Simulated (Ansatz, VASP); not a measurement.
# GaSb3: VASP beside Ansatz

```
Ga Sb
1.0
     5.01599    0.00000    0.00000
    -2.50799    4.34397    0.00000
     0.00000    0.00000    5.60342
Ga Sb
1 3
Direct
  0.66667 0.33333 0.00000
  0.33333 0.66667 0.00000
  0.00000 0.00000 0.50000
  0.66667 0.33333 0.50000
```

Alike in both runs: task relaxation of cell and atoms; functional PBE; k mesh 12 × 12 × 8; occupations gaussian, width 0.1 eV; no spin polarisation.

```csv
,VASP,Ansatz
version,VASP 6.6.1,Ansatz 0.2.0
potentials or method,"VASP PAW PBE potentials, release 64 (Ga_d, Sb), cutoff 600 eV","scalar-relativistic, plane waves, PAW"
valence electrons in the cell,28,58
```

```tsv
	VASP	Ansatz	Ansatz less VASP
gap on the k mesh at the Fermi level, each at its own relaxed structure (eV)	none	none	-
relaxed volume (Å³/atom)	30.88	30.88	+0.001
relaxed length of the cell vector where the two differ most in proportion (Å)	5.652	5.658	+0.0059
```

A gap of «none» marks a metal or a gap that the smearing closes. VASP's potentials hold 28 valence electrons a cell and Ansatz's 58, so a difference there can come from the potentials and not from the codes.

Neither program's run includes spin-orbit coupling.
